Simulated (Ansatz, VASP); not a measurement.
**MgO: VASP beside Ansatz**

```xyz
2
Lattice="0.0000 2.1064 2.1064 2.1064 0.0000 2.1064 2.1064 2.1064 0.0000" Properties=species:S:1:pos:R:3 pbc="T T T"
Mg    0.0000    0.0000    0.0000
O     2.1064    2.1064    2.1064
```

Alike in both runs: task single point; functional PBE; k mesh 9 × 9 × 9; occupations methfessel-paxton of order 1, width 0.05 eV; no spin polarisation.

```csv
,VASP,Ansatz
version,VASP 6.6.1,Ansatz 0.2.0
potentials or method,"VASP PAW PBE potentials, release 64 (Mg_sv, O), cutoff 840 eV","PAW, plane waves, scalar-relativistic"
valence electrons in the cell,16,16
```

|  | VASP | Ansatz | Ansatz less VASP |
| --- | --- | --- | --- |
| pressure (GPa) | 4.7 | 4.6 | -0.11 |
